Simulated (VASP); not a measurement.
# Bi (Im-3m) in VASP: notebook

Bi is run at these levels: PBEsol; tasks: single point.

Everything below comes from runs of VASP 6.6.1. Logs are shortened: lines on timing, memory, paths and dates and some standing lists are left out, and cuts for length are marked.

### 1 The cell of the first run

The structure is cubic, space group Im-3m (No. 229). Conventional cell: a = 3.585 Å, b = 3.585 Å, c = 3.585 Å, α = 90.00°, β = 90.00°, γ = 90.00°. Within 4.1 Å of Bi (site symmetry m-3m) lie 14 Bi at 3.10 to 3.58 Å.

This isn't the form of Bi at room conditions, which is rhombohedral.

### 2 Single point, PBEsol

INCAR

```
SYSTEM = Bi
ALGO     = Normal         ! electronic algorithm
EDIFF    = 1E-6           ! SCF threshold, eV
ENCUT    = 500            ! plane-wave cutoff, eV
GGA      = PS             ! functional
GGA_COMPAT= .False.      
ISIF     = 2              ! what is computed and relaxed
ISMEAR   = 0              ! smearing method
LASPH    = .True.         ! aspherical terms in the spheres
LCHARG   = .True.         ! write CHGCAR
LELF     = .True.         ! ELF
LREAL    = .False.        ! projectors in reciprocal space
LVHAR    = .True.       
LWAVE    = .False.        ! write WAVECAR
NBANDS   = 14             ! bands
NELM     = 120            ! most SCF steps
PREC     = Accurate       ! precision mode
SIGMA    = 0.05           ! smearing width, eV
```

KPOINTS

```
k-points
0
Gamma
  8 8 8
  0 0 0
```

POSCAR

```
Bi
1.0
   -1.7922688422      1.7922688422      1.7922688422
    1.7922688422     -1.7922688422      1.7922688422
    1.7922688422      1.7922688422     -1.7922688422
Bi
1
Direct
    0.0000000000      0.0000000000      0.0000000000
```

Potentials or basis: VASP PAW PBE potentials, release 64 (Bi_d).

Launch:

```
$ cat potpaw_PBE.64/Bi_d/POTCAR > POTCAR
$ mpirun -np 1 vasp_std > vasp.out
```

OUTCAR:

```text
SYSTEM = Bi
   EDIFF = 1E-6
   ENCUT = 500
   GGA = PS
   ISIF = 2
   ISMEAR = 0
   LASPH = .True.
   LREAL = .False.
   NELM = 120
   PREC = Accurate

 ion  position               nearest neighbor table
   1  0.000  0.000  0.000-

  LATTYP: Found a body centered cubic cell.
 ALAT       =     3.5845376844

  Lattice vectors:

 A1 = (  -1.7922688422,   1.7922688422,   1.7922688422)
 A2 = (   1.7922688422,  -1.7922688422,   1.7922688422)
 A3 = (   1.7922688422,   1.7922688422,  -1.7922688422)

Analysis of symmetry for initial positions (statically):
=====================================================================
 Subroutine PRICEL returns:
 Original cell was already a primitive cell.

 Routine SETGRP: Setting up the symmetry group for a
 body centered cubic supercell.

 Subroutine GETGRP returns: Found 48 space group operations
 (whereof 48 operations were pure point group operations)
 out of a pool of 48 trial point group operations.

The static configuration has the point symmetry O_h .

Analysis of symmetry for dynamics (positions and initial velocities):
=====================================================================
 Subroutine PRICEL returns:
 Original cell was already a primitive cell.

 Routine SETGRP: Setting up the symmetry group for a
 body centered cubic supercell.

 Subroutine GETGRP returns: Found 48 space group operations
 (whereof 48 operations were pure point group operations)
 out of a pool of 48 trial point group operations.

The dynamic configuration has the point symmetry O_h .

 Subroutine INISYM returns: Found 48 space group operations
 (whereof 48 operations are pure point group operations),
 and found     1 'primitive' translations

----------------------------------------------------------------------------------------

                                     Primitive cell

  volume of cell :      23.0287

  direct lattice vectors                    reciprocal lattice vectors
    -1.792268842  1.792268842  1.792268842     0.000000000  0.278976004  0.278976004
     1.792268842 -1.792268842  1.792268842     0.278976004  0.000000000  0.278976004
     1.792268842  1.792268842 -1.792268842     0.278976004  0.278976004  0.000000000

  length of vectors
     3.104300696  3.104300696  3.104300696     0.394531649  0.394531649  0.394531649

  position of ions in fractional coordinates (direct lattice)
     0.000000000  0.000000000  0.000000000

  ion indices of the primitive-cell ions
   primitive index   ion index
                 1           1

----------------------------------------------------------------------------------------

 KPOINTS: k-points

Automatic generation of k-mesh.
 Grid dimensions read from file:
 generate k-points for:    8    8    8

 Generating k-lattice:

  Cartesian coordinates                     Fractional coordinates (reciprocal lattice)
     0.000000000  0.034872001  0.034872001     0.125000000  0.000000000  0.000000000
     0.034872001  0.000000000  0.034872001     0.000000000  0.125000000  0.000000000
     0.034872001  0.034872001  0.000000000     0.000000000  0.000000000  0.125000000

  Length of vectors
     0.049316456  0.049316456  0.049316456

  Shift w.r.t. Gamma in fractional coordinates (k-lattice)
     0.000000000  0.000000000  0.000000000

 Subroutine IBZKPT returns following result:
 ===========================================

 Found     29 irreducible k-points:

 Following reciprocal coordinates:
            Coordinates               Weight
  0.000000  0.000000  0.000000      1.000000
  0.125000  0.000000  0.000000     12.000000
  0.250000  0.000000  0.000000     12.000000
  0.375000  0.000000  0.000000     12.000000
  0.500000  0.000000  0.000000      6.000000
  0.125000  0.125000  0.000000     24.000000
[... 16 lines left out ...]
 -0.250000  0.250000  0.250000      6.000000
 -0.375000  0.375000  0.250000     24.000000
 [... further k-points ...]
   k-points           NKPTS =     29   k-points in BZ     NKDIM =     29   number of bands    NBANDS=     14
   number of dos      NEDOS =    301   number of ions     NIONS =      1
   total plane-waves  NPLWV =  13824
   dimension x,y,z NGX =    24 NGY =   24 NGZ =   24
   dimension x,y,z NGXF=    48 NGYF=   48 NGZF=   48
   ions per type =               1
   NGX,Y,Z   is equivalent  to a cutoff of  12.85, 12.85, 12.85 a.u.
   NGXF,Y,Z  is equivalent  to a cutoff of  25.71, 25.71, 25.71 a.u.
 SYSTEM =  Bi
   PREC   = accura    normal or accurate (medium, high low for compatibility)
   ISTART =      0    job   : 0-new  1-cont  2-samecut
   ICHARG =      2    charge: 1-file 2-atom 10-const
   ISPIN  =      1    spin polarized calculation?
   LNONCOLLINEAR =      F non collinear calculations
   LSORBIT =      F    spin-orbit coupling
   LASPH  =      T    aspherical Exc in radial PAW
   ENCUT  =  500.0 eV  36.75 Ry    6.06 a.u.   5.66  5.66  5.66*2*pi/ulx,y,z
   NELM   =    120;   NELMIN=  2; NELMDL= -5     # of ELM steps
   EDIFF  = 0.1E-05   stopping-criterion for ELM
   LREAL  =      F    real-space projection
   EDIFFG = 0.1E-04   stopping-criterion for IOM
   NSW    =      0    number of steps for IOM
   IBRION =     -1    ionic relax: 0-MD 1-quasi-New 2-CG
   NFREE  =      0    steps in history (QN), initial steepest desc. (CG)
   ISIF   =      2    stress and relaxation
   ISYM   =      2    0-nonsym 1-usesym 2-fastsym
   POTIM  = 0.5000    time-step for ionic-motion
   TEBEG  =    0.0;   TEEND  =   0.0 temperature during run
   PSTRESS=    0.0 pullay stress
   NELECT =      15.0000    total number of electrons
   NUPDOWN=      -1.0000    fix difference up-down
   EMIN   =  10.00;   EMAX   =-10.00  energy-range for DOS
   EFERMI =   0.00;   METHOD = LEGACY
   ISMEAR =     0;   SIGMA  =   0.05  broadening in eV -4-tet -1-fermi 0-gaus
   EFERMI_NEDOS =   21; number of points for ismear=-14 and -15
   IALGO  =     38    algorithm
   IMIX   =      4    mixing-type and parameters
     AMIX     =   0.40;   BMIX     =  1.00
     AMIX_MAG =   1.60;   BMIX_MAG =  1.00
  volume/ion in A,a.u.               =      23.03       155.41
  Fermi-wavevector in a.u.,A,eV,Ry     =   1.419108  2.681725 27.400329  2.013867
  Thomas-Fermi vector in A             =   2.540163
   LORBIT       =      0    0 simple, 1 ext, 2 COOP (PROOUT), +10 PAW based schemes
   GGA     = PS    functional components
   LHFCALC =     F    Hartree Fock is set to
   AEXX    =    0.0000 exact exchange contribution
   IVDW    =     0    specifies the selected vdW correction
   LEPSILON=     F    determine dielectric tensor
   LRPA    =     F    only Hartree local field effects (RPA)
 non-spin polarized calculation
 Gauss-broadening in eV      SIGMA  =   0.05
  energy-cutoff  :      500.00
  volume of cell :       23.03
 maximum number of plane-waves:       603
   NGX = 11   NGY = 11   NGZ = 11

 number of electron      14.9999998 magnetization

 Free energy of the ion-electron system (eV)
  ---------------------------------------------------
  ext. energy  EPLUGINS =         0.00000000
  ---------------------------------------------------
  free energy    TOTEN  =        -3.68723616 eV

  energy without entropy =       -3.68584826  energy(sigma->0) =       -3.68654221

 E-fermi :  11.9501     XC(G=0): -11.9573

 val. band max:       11.8894438056   @ k =  -0.2500   0.2500   0.2500
 cond. band min:      11.9600419926   @ k =  -0.2500   0.3750   0.1250
 fundamental gap:      0.0705981870
 Fermi energy:        11.9501360806

 k-point     1 :       0.0000    0.0000    0.0000
  band No.  band energies     occupation
      1     -11.2811      2.00000
      2     -11.2811      2.00000
      3     -11.2811      2.00000
      4     -10.9475      2.00000
      5     -10.9475      2.00000
      6      -4.0188      2.00000
      7      19.7684      0.00000
      8      19.7684      0.00000
      9      19.7684      0.00000
     10      22.4344      0.00000
     11      22.4344      0.00000
     12      22.4344      0.00000
     13      25.8789      0.00000
     14      26.0554      0.00000

 k-point     2 :       0.1250    0.0000    0.0000
  band No.  band energies     occupation
      1     -11.2983      2.00000
      2     -11.2605      2.00000
      3     -11.2047      2.00000
      4     -10.9661      2.00000
      5     -10.9492      2.00000
      6      -3.6183      2.00000
      7      16.4787      0.00000
      8      18.4799      0.00000
      9      19.0951      0.00000
     10      21.2849      0.00000
     11      21.9525      0.00000
     12      22.4493      0.00000
     13      26.1481      0.00000
     14      27.1229      0.00000

 k-point     3 :       0.2500    0.0000    0.0000
  band No.  band energies     occupation
      1     -11.3399      2.00000
      2     -11.2358      2.00000
      3     -11.0158      2.00000
      4     -10.9928      2.00000
      5     -10.9532      2.00000
      6      -2.4151      2.00000
      7      11.6292      2.00000
      8      16.3858      0.00000
      9      17.6819      0.00000
     10      20.2011      0.00000
     11      21.2387      0.00000
     12      23.5073      0.00000
     13      26.3134      0.00000
     14      29.5407      0.00000

 k-point     4 :       0.3750    0.0000    0.0000
  band No.  band energies     occupation
      1     -11.3811      2.00000
      2     -11.2567      2.00000
      3     -10.9815      2.00000
      4     -10.9566      2.00000
      5     -10.8198      2.00000
      6      -0.4946      2.00000
      7       7.3576      2.00000
      8      14.8388      0.00000
      9      16.5929      0.00000
     10      19.5935      0.00000
     11      20.7703      0.00000
     12      25.3422      0.00000
     13      26.5421      0.00000
     14      32.5740      0.00000

 k-point     5 :       0.5000    0.0000    0.0000
  band No.  band energies     occupation
      1     -11.3982      2.00000
      2     -11.2767      2.00000
      3     -10.9676      2.00000
      4     -10.9579      2.00000
      5     -10.7364      2.00000
      6       1.0957      2.00000
      7       4.9676      2.00000
      8      14.2810      0.00000
      9      16.2042      0.00000
     10      19.4055      0.00000
     11      20.6133      0.00000
[... 276 lines left out ...]
 k-point    22 :       0.2500    0.2500    0.2500
  band No.  band energies     occupation
      1     -11.1334      2.00000
      2     -11.1334      2.00000
      3     -11.1334      2.00000
      4     -10.9552      2.00000
      5     -10.9552      2.00000
      6       2.0813      2.00000
      7       8.6848      2.00000
      8       8.6848      2.00000
      9       8.6848      2.00000
     10      29.4526      0.00000
     11      29.4526      0.00000
     12      29.4526      0.00000
     13      30.6174      0.00000
     14      30.6174      0.00000

 k-point    23 :      -0.2500    0.2500    0.2500
  band No.  band energies     occupation
      1     -11.1489      2.00000
      2     -11.0832      2.00000
      3     -11.0832      2.00000
      4     -11.0355      2.00000
      5     -11.0338      2.00000
      6      -0.8567      2.00000
      7      11.8894      1.91395
      8      13.2253      0.00000
      9      13.2253      0.00000
     10      17.3365      0.00000
     11      25.6852      0.00000
     12      25.6852      0.00000
     13      25.9806      0.00000
     14      26.6143      0.00000

 k-point    24 :      -0.3750    0.3750    0.2500
  band No.  band energies     occupation
      1     -11.2196      2.00000
      2     -11.1230      2.00000
      3     -11.0913      2.00000
      4     -10.9860      2.00000
      5     -10.8499      2.00000
      6       0.9605      2.00000
      7       8.7557      2.00000
      8      11.8412      1.99794
      9      12.9409      0.00000
     10      17.5208      0.00000
     11      22.6157      0.00000
     12      25.3229      0.00000
     13      25.6282      0.00000
     14      29.4712      0.00000

 [... further k-points ...]
[... 5 lines left out ...]
  --------------------------------------------------------------------------------------
  -------------------------------------------------------------------------------------
  Total        4.3085142      4.3085142      4.3085142      0.0000000      0.0000000      0.0000000
  in kB      299.7565297    299.7565297    299.7565297      0.0000000      0.0000000      0.0000000
  external PRESSURE =     299.7565297 kB  Pullay stress =       0.0000000 kB

 VOLUME and BASIS-vectors are now :
 -----------------------------------------------------------------------------
  energy-cutoff  :      500.00
  volume of cell :       23.03
      direct lattice vectors                 reciprocal lattice vectors
    -1.792268842  1.792268842  1.792268842     0.000000000  0.278976004  0.278976004
     1.792268842 -1.792268842  1.792268842     0.278976004  0.000000000  0.278976004
     1.792268842  1.792268842 -1.792268842     0.278976004  0.278976004  0.000000000

 POSITION                                       TOTAL-FORCE (eV/Angst)
 -----------------------------------------------------------------------------------
      0.00000      0.00000      0.00000        -0.000000      0.000000      0.000000
 -----------------------------------------------------------------------------------
    total drift:                                0.000000      0.000000      0.000000

  FREE ENERGIE OF THE ION-ELECTRON SYSTEM (eV)
  ---------------------------------------------------
  free  energy   TOTEN  =        -3.6872361592 eV

  energy  without entropy=       -3.6858482588  energy(sigma->0) =       -3.68654221
```

It took 9.6 s on 1 thread of AMD EPYC 7R43 (Zen 3), shared host; peak memory 0.1 GiB.

Results:

```
Free energy            : -3.6872 eV
Pressure               : 30.0 GPa
Band gap on the k mesh : zero (an odd number of electrons rules out a gap without spin polarisation)
```

Caveat: the cell stands under pressure; the PAW data sets were made with another functional, which shifts forces and pressure a little; spin-orbit coupling is left out, which moves the levels of the heavy elements.

### 3 Single point, PBEsol

This run uses another cell than the first one, of 24.47 Å³/atom.

INCAR

```
PREC     = Accurate       # precision mode
ENCUT    = 500            # plane-wave cutoff, eV
EDIFF    = 1E-6           # SCF threshold, eV
ISMEAR   = 0              # smearing method
SIGMA    = 0.05           # smearing width, eV
LREAL    = False          # projectors in reciprocal space
LASPH    = True           # aspherical terms in the spheres
NELM     = 120            # most SCF steps
ALGO     = Normal         # electronic algorithm
ISIF     = 2              # what is computed and relaxed
LWAVE    = False          # write WAVECAR
LCHARG   = False          # write CHGCAR
GGA      = PS             # functional
NBANDS   = 14             # bands
GGA_COMPAT= False
```

KPOINTS

```
Automatic mesh
0
Gamma
  8 8 8
```

POSCAR

```
Bi
1.0
   -1.8290020220      1.8290020220      1.8290020220
    1.8290020220     -1.8290020220      1.8290020220
    1.8290020220      1.8290020220     -1.8290020220
Bi
1
Direct
    0.0000000000      0.0000000000      0.0000000000
```

Potentials or basis: VASP PAW PBE potentials, release 64 (Bi_d).

Launch:

```
$ cat potpaw_PBE.64/Bi_d/POTCAR > POTCAR
$ mpirun -np 1 vasp_std > vasp.out
```

OUTCAR:

```text
PREC = Accurate
   ENCUT = 500
   EDIFF = 1E-6
   ISMEAR = 0
   LREAL = False
   LASPH = True
   NELM = 120
   ISIF = 2
   GGA = PS

 ion  position               nearest neighbor table
   1  0.000  0.000  0.000-

  LATTYP: Found a body centered cubic cell.
 ALAT       =     3.6580040440

  Lattice vectors:

 A1 = (  -1.8290020220,   1.8290020220,   1.8290020220)
 A2 = (   1.8290020220,  -1.8290020220,   1.8290020220)
 A3 = (   1.8290020220,   1.8290020220,  -1.8290020220)

[... 576 lines left out ...]
      5     -11.7810      2.00000
      6       0.2090      2.00000
      7       7.8824      2.00000
      8      10.8823      1.99942
      9      11.8452      0.00000
     10      16.5117      0.00000
     11      21.3939      0.00000
     12      24.0090      0.00000
     13      24.2254      0.00000
     14      28.0758      0.00000

 [... further k-points ...]
[... 5 lines left out ...]
  --------------------------------------------------------------------------------------
  -------------------------------------------------------------------------------------
  Total        3.0455662      3.0455662      3.0455662     -0.0000000      0.0000000      0.0000000
  in kB      199.3774680    199.3774680    199.3774680     -0.0000000      0.0000000      0.0000000
  external PRESSURE =     199.3774680 kB  Pullay stress =       0.0000000 kB

 VOLUME and BASIS-vectors are now :
 -----------------------------------------------------------------------------
  energy-cutoff  :      500.00
  volume of cell :       24.47
      direct lattice vectors                 reciprocal lattice vectors
    -1.829002022  1.829002022  1.829002022     0.000000000  0.273373126  0.273373126
     1.829002022 -1.829002022  1.829002022     0.273373126  0.000000000  0.273373126
     1.829002022  1.829002022 -1.829002022     0.273373126  0.273373126  0.000000000

 POSITION                                       TOTAL-FORCE (eV/Angst)
 -----------------------------------------------------------------------------------
      0.00000      0.00000      0.00000         0.000000      0.000000     -0.000000
 -----------------------------------------------------------------------------------
    total drift:                               -0.000000      0.000000      0.000000

  FREE ENERGIE OF THE ION-ELECTRON SYSTEM (eV)
  ---------------------------------------------------
  free  energy   TOTEN  =        -3.9112791760 eV

  energy  without entropy=       -3.9100184153  energy(sigma->0) =       -3.91064880
```

stdout:

```text
POSCAR found type information on POSCAR Bi
 POSCAR found :  1 types and       1 ions
 scaLAPACK will be used
 -----------------------------------------------------------------------------
|                                                                             |
|                                                                             |
|     You enforced a specific xc type in the INCAR file but a different       |
|     I HOPE YOU KNOW WHAT YOU ARE DOING!                                     |
|                                                                             |
 -----------------------------------------------------------------------------

 LDA part: xc-table for (Slater+PW92), standard interpolation
 POSCAR, INCAR and KPOINTS ok, starting setup
 FFT: planning ... GRIDC
 FFT: planning ... GRID_SOFT
 FFT: planning ... GRID
 WAVECAR not read
 entering main loop
```

Run time: 8.9 s. Hardware: 1 thread of AMD EPYC 7R43 (Zen 3), shared host; peak memory 0.1 GiB.

What came out:

* Free energy: -3.9113 eV
* Pressure: 19.9 GPa
* Band gap on the k mesh: zero (an odd number of electrons rules out a gap without spin polarisation)

Levels at points of the mesh, in eV from the Fermi level:
| k point | band 5 | band 6 | band 7 | band 8 | band 9 | band 10 |
| --- | --- | --- | --- | --- | --- | --- |
| (0.00, 0.00, 0.00) | -22.87 | -15.40 | 7.20 | 7.20 | 7.20 | 10.52 |
| (0.50, 0.00, 0.00) | -22.69 | -10.77 | -6.56 | 2.16 | 4.13 | 7.10 |
| (0.50, 0.50, 0.50) | -22.73 | -7.37 | -2.32 | -2.32 | -2.32 | 3.42 |

Caveat: the cell stands under pressure; the PAW data sets were made with another functional, which shifts forces and pressure a little; spin-orbit coupling is left out, which moves the levels of the heavy elements.

(Continued in part 2 of 2.)

The gap in the log of VASP goes by the Fermi energy; the results here count the filled bands.